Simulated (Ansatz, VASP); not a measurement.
# Two plane-wave programs on Cu

```
Cu
1.0
    -1.44279    1.44279    1.37608
     1.44279   -1.44279    1.37608
     1.44279    1.44279   -1.37608
Cu
1
Direct
  0.00000 0.00000 0.00000
```

Alike in both runs: task single point; functional PBE; k mesh 13 × 13 × 13; occupations gaussian, width 0.027 eV; no spin polarisation.

|  | VASP | Ansatz |
| --- | --- | --- |
| version | VASP 6.6.1 | Ansatz 0.2.0 |
| potentials or method | VASP PAW PBE potentials, release 64 (Cu) | Ansatz PAW |
| plane-wave cutoff (eV) | 520 | 420 |
| valence electrons in the cell | 11 | 19 |

|  | VASP | Ansatz | Ansatz less VASP |
| --- | --- | --- | --- |
| gap on the k mesh at the Fermi level (eV) | none | none | - |
| pressure (GPa) | 7.8 | 7.2 | -0.59 |
| traceless stress, the component that is largest in VASP (GPa) | -0.03 | 0.18 | +0.208 |

A gap of «none» marks a metal or a gap that the smearing closes. The functional is the same, so the differences come from potentials, cutoffs and numerics. VASP's potentials hold 11 valence electrons a cell and Ansatz's 19, so a difference there can come from the potentials and not from the codes.
